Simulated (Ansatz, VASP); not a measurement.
# Two plane-wave programs on SnTe

```
Sn Te
1.0
     5.38790    0.00000    0.00000
    -2.69395    4.66606    0.00000
     0.00000    0.00000    6.42393
Sn Te
2 2
Direct
  0.33333 0.66667 0.25000
  0.66667 0.33333 0.75000
  0.66667 0.33333 0.25000
  0.33333 0.66667 0.75000
```

Alike in both runs: task single point; functional PBE; k mesh 6 × 6 × 4; no spin polarisation.

```csv
,VASP,Ansatz
version,VASP 6.6.1,Ansatz 0.2.0
potentials or method,"VASP PAW PBE potentials, release 64 (Sn_d, Te)","plane waves, PAW"
plane-wave cutoff (eV),520,420
occupations,"gaussian, width 0.01 eV",fixed
valence electrons in the cell,40,60
```

```tsv
	VASP	Ansatz	Ansatz less VASP
gap on the k mesh at the Fermi level (eV)	0.44	0.45	+0.002
pressure (GPa)	0.6	0.6	+0.01
traceless stress, the component that is largest in VASP (GPa)	0.10	0.10	0.000
```

VASP's potentials hold 40 valence electrons a cell and Ansatz's 60, so a difference there can come from the potentials and not from the codes.

Spin-orbit coupling is off throughout.
